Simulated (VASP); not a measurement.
KCl: electric field gradients with PBE exchange alone

The system is KCl.

```
K Cl
1.0
     0.00000    3.38943    3.38943
     3.38943    0.00000    3.38943
     3.38943    3.38943    0.00000
K Cl
1 1
Direct
  0.00000 0.00000 0.00000
  0.50000 0.50000 0.50000
```

```json
{
 "Program": "VASP 6.6.1",
 "Task": "electric field gradients",
 "Functional": "PBE exchange alone",
 "Potentials or basis": "VASP PAW PBE potentials, release 64 (K_sv, Cl)",
 "Cutoff": "400 eV",
 "k mesh": "7 × 7 × 7",
 "Occupations": "fermi-dirac, width 0.025 eV",
 "Spin": "no spin polarisation",
 "Dipole correction": "no",
 "Further INCAR settings": "ALGO = Normal; EDIFF = 1e-08; NBANDS = 15"
}
```

```json
{"Pressure": "-0.2 GPa", "Band gap on the k mesh": "4.32 eV", "Largest electric field gradient by atom": "zero within the noise of the run"}
```

Levels at points of the mesh, in eV from the valence-band top:
```tsv
k point	band 6	band 7	band 8	band 9	band 10	band 11
(0.00, 0.00, 0.00)	0.00	0.00	0.00	4.32	8.00	8.00
```

Run time: 18 s on 1 thread of AMD EPYC 7R13 Processor (Zen 3), on a shared host, peak memory 0.14 GiB.

Caveat: an odd mesh through Γ misses points on the zone boundary, where band edges can lie.
